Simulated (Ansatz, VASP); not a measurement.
**One calculation of HfO2, two programs**

```xyz
3
Lattice="0.0000 2.5660 2.5660 2.5660 0.0000 2.5660 2.5660 2.5660 0.0000" Properties=species:S:1:pos:R:3 pbc="T T T"
Hf    0.0000    0.0000    0.0000
O     1.2830    1.2830    1.2830
O     3.8490    3.8490    3.8490
```

Alike in both runs: task single point; functional PBE; k mesh 12 × 12 × 12; occupations gaussian, width 0.05 eV; no spin polarisation.

```csv
,VASP,Ansatz
version,VASP 6.6.1,Ansatz 0.2.0
potentials or method,"VASP PAW PBE potentials, release 64 (Hf_pv, O), cutoff 600 eV","scalar-relativistic, plane waves, PAW"
valence electrons in the cell,22,38
```

|  | VASP | Ansatz | Ansatz less VASP |
| --- | --- | --- | --- |
| gap on the k mesh at the Fermi level (eV) | 3.70 | 3.70 | -0.008 |
| least direct gap on the mesh (eV) | 3.70 | 3.70 | -0.008 |
| pressure (GPa) | -8.4 | -4.8 | +3.67 |

VASP's potentials hold 22 valence electrons a cell and Ansatz's 38, so a difference there can come from the potentials and not from the codes.

Spin-orbit coupling is off throughout.
